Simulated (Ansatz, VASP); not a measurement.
**SiSeF2: VASP beside Ansatz**

Contents of INCAR:

```
SYSTEM = SiSeF2
  PREC = Accurate
  ENCUT = 600
  EDIFF = 1E-6
  ISMEAR = 0
  SIGMA = 0.1
  LREAL = .False.
  LASPH = .True.
  NELM = 60
  ALGO = Normal
  ISIF = 3
  LWAVE = .False.
  LCHARG = .False.
  GGA = PE
  IBRION = 2
  NSW = 90
  EDIFFG = -0.04
```

File KPOINTS:

```
Automatic mesh
0
Gamma
  4 4 6
  0 0 0
```

The input POSCAR:

```
SiSeF2
1.0
    2.4980763710     -5.3567851537      0.0000000000
    2.4980763710      5.3567851537      0.0000000000
    0.0000000000      0.0000000000      2.7975756456
Si Se F
1 1 2
Direct
    0.0000000000      0.0000000000      0.0000000000
    0.5000000000      0.5000000000      0.5000000000
    0.8762424910      0.1237575090      0.5000000000
    0.1237575090      0.8762424910      0.5000000000
```

Input for Ansatz:

```yaml
crystal:
  lattice:
    - [2.498076371, -5.3567851537, 0.0]
    - [2.498076371, 5.3567851537, 0.0]
    - [0.0, 0.0, 2.7975756456]
  atoms:
    - { symbol: Si, position: [0.0, 0.0, 0.0] }
    - { symbol: Se, position: [0.5, 0.5, 0.5] }
    - { symbol: F, position: [0.876242491, 0.123757509, 0.5] }
    - { symbol: F, position: [0.123757509, 0.876242491, 0.5] }
basis:
  ecutwfc: 420
kpoints:
  mp_grid: { grid: [4, 4, 6] }
hamiltonian:
  xc: pbe
scf:
  occupations: { method: gaussian, width: 0.1 }
  lower_state_search: "off"
output:
  forces: true
  stress: true
  eigenvalues: true
relax:
  adjacent_minimum: "off"
  f_tol: 0.04
  max_steps: 70
  cell: { stress_tol: 0.4 }
```

Alike in both runs: task relaxation of cell and atoms; functional PBE; k mesh 4 × 4 × 6; occupations gaussian, width 0.1 eV; no spin polarisation.

|  | VASP | Ansatz |
| --- | --- | --- |
| version | VASP 6.6.1 | Ansatz 0.2.0 |
| potentials or method | VASP PAW PBE potentials, release 64 (Si, Se, F), cutoff 600 eV | scalar-relativistic, plane waves, PAW |
| valence electrons in the cell | 24 | 34 |

|  | VASP | Ansatz | Ansatz less VASP |
| --- | --- | --- | --- |
| gap on the k mesh at the Fermi level, each at its own relaxed structure (eV) | none | none | - |
| relaxed volume (Å³/atom) | 19.07 | 19.36 | +0.294 |
| relaxed length of the cell vector where the two differ most in proportion (Å) | 5.900 | 5.981 | +0.0812 |

A gap of «none» marks a metal or a gap that the smearing closes. VASP's potentials hold 24 valence electrons a cell and Ansatz's 34, so a difference there can come from the potentials and not from the codes.

The k mesh is coarse, so the values compare programs but aren't converged.
